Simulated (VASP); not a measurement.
# Na2PdBr4 (P1) in VASP: single point with PBE

Aim: the single point of Na2PdBr4 with PBE.

Program: VASP 6.6.1. These are calculated values, not measurements. Logs are shortened: lines on timing, memory, paths and dates and some standing lists are left out, and cuts for length are marked.

### Step 1. The cell of the first run

The typed cell holds 7 atoms: a = 6.859 Å, b = 6.896 Å, c = 3.875 Å, α = 90.39°, β = 90.08°, γ = 90.89°.

### Step 2. Single point, PBE

POSCAR

```
Na2PdBr4
1.0
    6.8589740000     -0.0531790000     -0.0048400000
   -0.0531790000      6.8961900000     -0.0232840000
   -0.0028150000     -0.0135420000      3.8745030000
Br Pd Na
4 1 2
Direct
    0.2414330000      0.2431630000      0.9938110000
    0.7754300000      0.2187380000      0.0055510000
    0.7660650000      0.7660770000      0.0180770000
    0.2313670000      0.7705800000      0.9856700000
    0.9995300000      0.0003970000      0.9838940000
    0.4808050000      0.0019350000      0.5240750000
    0.0076300000      0.5111680000      0.4903240000
```

INCAR.step1

```
SYSTEM = Na2PdBr4
PREC = Accurate
ENCUT = 520
EDIFF = 1E-7
ISMEAR = -1
SIGMA = 0.1
LREAL = .False.
LASPH = .True.
NELM = 100
ALGO = Normal
ISIF = 2
LWAVE = .False.
LCHARG = .True.
LMAXMIX = 4
GGA = PE
NBANDS = 35
```

KPOINTS.step1

```
Automatic mesh
0
Gamma
  3 3 5
  0.5 0.5 0
```

INCAR.step2

```
SYSTEM = Na2PdBr4
PREC = Accurate
ENCUT = 520
EDIFF = 1E-7
ISMEAR = -5
SIGMA = 0.1
LREAL = .False.
LASPH = .True.
NELM = 100
ALGO = Normal
ISIF = 2
LWAVE = .False.
LCHARG = .False.
LMAXMIX = 4
GGA = PE
LORBIT = 10
NBANDS = 35
NEDOS = 2001
ICHARG = 11
```

KPOINTS.step2

```
Automatic mesh
0
Gamma
  5 5 8
  0 0 0
```

Potentials or basis: VASP PAW PBE potentials, release 64 (Br, Pd, Na_pv).

The run is started by

```sh
$ cat potpaw_PBE.64/Br/POTCAR potpaw_PBE.64/Pd/POTCAR potpaw_PBE.64/Na_pv/POTCAR > POTCAR
$ cp INCAR.step1 INCAR
$ cp KPOINTS.step1 KPOINTS
$ mpirun -np 1 vasp_std > vasp.out
$ cp INCAR.step2 INCAR
$ cp KPOINTS.step2 KPOINTS
$ mpirun -np 1 vasp_std > vasp.out
```

OUTCAR:

```text
SYSTEM = Na2PdBr4
   PREC = Accurate
   ENCUT = 520
   EDIFF = 1E-7
   ISMEAR = -5
   LREAL = .False.
   LASPH = .True.
   NELM = 100
   ISIF = 2
   GGA = PE
   LORBIT = 10
   ICHARG = 11

 ion  position               nearest neighbor table
   1  0.241  0.243  0.994-   5 2.34
   2  0.775  0.219  0.006-   5 2.17
   3  0.766  0.766  0.018-   5 2.26
   4  0.231  0.771  0.986-   5 2.26
   5  1.000  0.000  0.984-   2 2.17   3 2.26   4 2.26   1 2.34
   6  0.481  0.002  0.524-
   7  0.008  0.511  0.490-

  LATTYP: Found a triclinic cell.
 ALAT       =     7.8870695829
 B/A-ratio  =     0.4912506030
 C/A-ratio  =     0.8696743177
 COS(alpha) =     0.0014050395
 COS(beta)  =     0.0142094278
 COS(gamma) =     0.4852473169

  Lattice vectors:

 A1 = (   0.0559940000,  -6.8826480000,  -3.8512190000)
 A2 = (   0.0028150000,   0.0135420000,  -3.8745030000)
 A3 = (   6.8589740000,  -0.0531790000,  -0.0048400000)

Analysis of symmetry for initial positions (statically):
=====================================================================
 Subroutine PRICEL returns:
 Original cell was already a primitive cell.

 Routine SETGRP: Setting up the symmetry group for a
 triclinic supercell.

 Subroutine GETGRP returns: Found  1 space group operations
 (whereof  1 operations were pure point group operations)
 out of a pool of  2 trial point group operations.

The static configuration has the point symmetry C_1 .

Analysis of symmetry for dynamics (positions and initial velocities):
=====================================================================
 Subroutine PRICEL returns:
 Original cell was already a primitive cell.

 Routine SETGRP: Setting up the symmetry group for a
 triclinic supercell.

 Subroutine GETGRP returns: Found  1 space group operations
 (whereof  1 operations were pure point group operations)
 out of a pool of  2 trial point group operations.

The dynamic configuration has the point symmetry C_1 .

 Subroutine INISYM returns: Found  1 space group operations
 (whereof  1 operations are pure point group operations),
 and found     1 'primitive' translations

----------------------------------------------------------------------------------------

                                     Primitive cell

  volume of cell :     183.2538

  direct lattice vectors                    reciprocal lattice vectors
     6.858974000 -0.053179000 -0.004840000     0.145803198  0.001124712  0.000109864
    -0.053179000  6.896190000 -0.023284000     0.001124712  0.145017993  0.000507678
    -0.002815000 -0.013542000  3.874503000     0.000188895  0.000872897  0.258100807

  length of vectors
     6.859181858  6.896434344  3.874527688     0.145807577  0.145023243  0.258102353

  position of ions in fractional coordinates (direct lattice)
     0.241433000  0.243163000  0.993811000
     0.775430000  0.218738000  0.005551000
     0.766065000  0.766077000  0.018077000
     0.231367000  0.770580000  0.985670000
     0.999530000  0.000397000  0.983894000
     0.480805000  0.001935000  0.524075000
     0.007630000  0.511168000  0.490324000

  ion indices of the primitive-cell ions
   primitive index   ion index
                 1           1
                 2           2
                 3           3
                 4           4
                 5           5
                 6           6
                 7           7

----------------------------------------------------------------------------------------

 KPOINTS: Automatic mesh

Automatic generation of k-mesh.
 Grid dimensions read from file:
 generate k-points for:    5    5    8

 Generating k-lattice:

  Cartesian coordinates                     Fractional coordinates (reciprocal lattice)
     0.029160640  0.000224942  0.000021973     0.200000000  0.000000000  0.000000000
     0.000224942  0.029003599  0.000101536     0.000000000  0.200000000  0.000000000
     0.000023612  0.000109112  0.032262601     0.000000000  0.000000000  0.125000000

  Length of vectors
     0.029161515  0.029004649  0.032262794

  Shift w.r.t. Gamma in fractional coordinates (k-lattice)
     0.000000000  0.000000000  0.000000000

 TETIRR: Found    598 inequivalent tetrahedra from     1200

 Subroutine IBZKPT returns following result:
 ===========================================

 Found    101 irreducible k-points:

 Following reciprocal coordinates:
            Coordinates               Weight
  0.000000  0.000000  0.000000      1.000000
  0.200000 -0.000000  0.000000      2.000000
  0.400000  0.000000  0.000000      2.000000
  0.000000  0.200000 -0.000000      2.000000
  0.200000  0.200000 -0.000000      2.000000
  0.400000  0.200000  0.000000      2.000000
[... 16 lines left out ...]
 -0.200000  0.200000  0.125000      2.000000
  0.000000  0.400000  0.125000      2.000000
 [... further k-points ...]
   k-points           NKPTS =    101   k-points in BZ     NKDIM =    101   number of bands    NBANDS=     35
   number of dos      NEDOS =   2001   number of ions     NIONS =      7
   total plane-waves  NPLWV =  87480
   dimension x,y,z NGX =    54 NGY =   54 NGZ =   30
   dimension x,y,z NGXF=   108 NGYF=  108 NGZF=   60
   ions per type =               4   1   2
   NGX,Y,Z   is equivalent  to a cutoff of  13.09, 13.02, 12.87 a.u.
   NGXF,Y,Z  is equivalent  to a cutoff of  26.18, 26.03, 25.74 a.u.
 SYSTEM =  Na2PdBr4
   PREC   = accura    normal or accurate (medium, high low for compatibility)
   ISTART =      0    job   : 0-new  1-cont  2-samecut
   ICHARG =     11    charge: 1-file 2-atom 10-const
   ISPIN  =      1    spin polarized calculation?
   LNONCOLLINEAR =      F non collinear calculations
   LSORBIT =      F    spin-orbit coupling
   LASPH  =      T    aspherical Exc in radial PAW
   ENCUT  =  520.0 eV  38.22 Ry    6.18 a.u.  12.75 12.82  7.20*2*pi/ulx,y,z
   NELM   =    100;   NELMIN=  2; NELMDL=  0     # of ELM steps
   EDIFF  = 0.1E-06   stopping-criterion for ELM
   LREAL  =      F    real-space projection
   EDIFFG = 0.1E-05   stopping-criterion for IOM
   NSW    =      0    number of steps for IOM
   IBRION =     -1    ionic relax: 0-MD 1-quasi-New 2-CG
   NFREE  =      0    steps in history (QN), initial steepest desc. (CG)
   ISIF   =      2    stress and relaxation
   ISYM   =      2    0-nonsym 1-usesym 2-fastsym
   POTIM  = 0.5000    time-step for ionic-motion
   TEBEG  =    0.0;   TEEND  =   0.0 temperature during run
   PSTRESS=    0.0 pullay stress
   NELECT =      52.0000    total number of electrons
   NUPDOWN=      -1.0000    fix difference up-down
   EMIN   =  10.00;   EMAX   =-10.00  energy-range for DOS
   EFERMI =   0.00;   METHOD = LEGACY
   ISMEAR =    -5;   SIGMA  =   0.10  broadening in eV -4-tet -1-fermi 0-gaus
   EFERMI_NEDOS =   21; number of points for ismear=-14 and -15
   IALGO  =     38    algorithm
   IMIX   =      4    mixing-type and parameters
     AMIX     =   0.40;   BMIX     =  1.00
     AMIX_MAG =   1.60;   BMIX_MAG =  1.00
  volume/ion in A,a.u.               =      26.18       176.67
  Fermi-wavevector in a.u.,A,eV,Ry     =   1.075784  2.032936 15.746164  1.157310
  Thomas-Fermi vector in A             =   2.211650
   LORBIT       =     10    0 simple, 1 ext, 2 COOP (PROOUT), +10 PAW based schemes
   GGA     = PE    functional components
   LHFCALC =     F    Hartree Fock is set to
   AEXX    =    0.0000 exact exchange contribution
   IVDW    =     0    specifies the selected vdW correction
   LEPSILON=     F    determine dielectric tensor
   LRPA    =     F    only Hartree local field effects (RPA)
 non-spin polarized calculation
 Fermi weights with tetrahedron method with Bloechl corrections
  energy-cutoff  :      520.00
  volume of cell :      183.25
 maximum number of plane-waves:      4954
 NGX is ok and might be reduce to    54

 number of electron      51.9999981 magnetization

 Free energy of the ion-electron system (eV)
  ---------------------------------------------------
  ext. energy  EPLUGINS =         0.00000000
  ---------------------------------------------------
  free energy    TOTEN  =       -20.20647156 eV

  energy without entropy =      -20.20647156  energy(sigma->0) =      -20.20647156

 E-fermi :   1.5301     XC(G=0):  -8.3287

 val. band max:        1.5234562892   @ k =   0.4000   0.0000   0.0000
 cond. band min:       3.0058738844   @ k =  -0.4000   0.4000   0.0000
 fundamental gap:      1.4824175952
 Fermi energy:         1.5300583474

 k-point     1 :       0.0000    0.0000    0.0000
  band No.  band energies     occupation
      1     -21.6115      2.00000
      2     -21.6092      2.00000
      3     -21.6013      2.00000
      4     -21.5763      2.00000
      5     -21.5719      2.00000
      6     -21.5654      2.00000
[... 27 lines left out ...]
     34       9.9853      0.00000
     35      10.1719      0.00000

 k-point     2 :       0.2000   -0.0000    0.0000
  band No.  band energies     occupation
      1     -21.6115      2.00000
      2     -21.6092      2.00000
      3     -21.6013      2.00000
      4     -21.5764      2.00000
      5     -21.5719      2.00000
      6     -21.5654      2.00000
[... 27 lines left out ...]
     34       9.6828      0.00000
     35       9.8956      0.00000
[... 796 lines left out ...]
     34       9.2158      0.00000
     35       9.6944      0.00000

 k-point    24 :       0.0000    0.4000    0.1250
  band No.  band energies     occupation
      1     -21.6111      2.00000
      2     -21.6090      2.00000
      3     -21.6034      2.00000
      4     -21.5760      2.00000
      5     -21.5716      2.00000
      6     -21.5677      2.00000
[... 27 lines left out ...]
     34       9.4131      0.00000
     35       9.5401      0.00000

 [... further k-points ...]

------------------------ aborting loop because EDIFF is reached ----------------------------------------

  FORCE on cell =-STRESS in cart. coord.  units (eV):
  Direction    XX          YY          ZZ          XY          YZ          ZX
  --------------------------------------------------------------------------------------
  -------------------------------------------------------------------------------------
  Total       16.6829934     16.4674339      1.9704243     -3.6281227      0.0047966     -0.5729247
  in kB      145.8584230    143.9737990     17.2273026    -31.7204619      0.0419364     -5.0090463
  external PRESSURE =     102.3531749 kB  Pullay stress =       0.0000000 kB

 VOLUME and BASIS-vectors are now :
 -----------------------------------------------------------------------------
  energy-cutoff  :      520.00
  volume of cell :      183.25
      direct lattice vectors                 reciprocal lattice vectors
     6.858974000 -0.053179000 -0.004840000     0.145803198  0.001124712  0.000109864
    -0.053179000  6.896190000 -0.023284000     0.001124712  0.145017993  0.000507678
    -0.002815000 -0.013542000  3.874503000     0.000188895  0.000872897  0.258100807

 POSITION                                       TOTAL-FORCE (eV/Angst)
 -----------------------------------------------------------------------------------
      1.64025      1.65060      3.84369         1.247305      1.305214     -0.027975
      5.30701      1.46715      0.01266        -3.569925      3.671035      0.112139
      5.21363      5.24203      0.04849        -2.066038     -2.156874      0.087427
      1.54319      5.28841      3.79992         2.255984     -2.185245     -0.016823
      6.85296     -0.06374      3.80725         2.031784     -0.559143     -0.059547
      3.29625     -0.01932      2.02816         0.166136      0.023308     -0.126087
      0.02377      3.51807      1.88782        -0.065246     -0.098294      0.030866
 -----------------------------------------------------------------------------------
    total drift:                                0.000155     -0.000515     -0.000758

  FREE ENERGIE OF THE ION-ELECTRON SYSTEM (eV)
  ---------------------------------------------------
  free  energy   TOTEN  =       -20.2064715647 eV

  energy  without entropy=      -20.2064715647  energy(sigma->0) =      -20.20647156

 total charge

# of ion       s       p       d       tot
------------------------------------------
    1        1.611   3.284   0.030   4.926
    2        1.613   3.309   0.054   4.976
    3        1.612   3.286   0.040   4.938
    4        1.611   3.309   0.040   4.960
    5        0.583   0.722   8.734  10.039
    6        0.038   5.972   0.000   6.010
    7        0.037   5.970   0.000   6.007
--------------------------------------------------
tot          7.105  25.853   8.897  41.856
```

Run time: 12 min. Hardware: 1 thread of AMD EPYC 7R43 (Zen 3), shared host; peak memory 0.62 GiB.

Results:

| Property | Result |
| --- | --- |
| Valence electrons inside the program's atomic spheres | Br 4.93, 4.98, 4.94, 4.96; Pd 10.04; Na 6.01 |
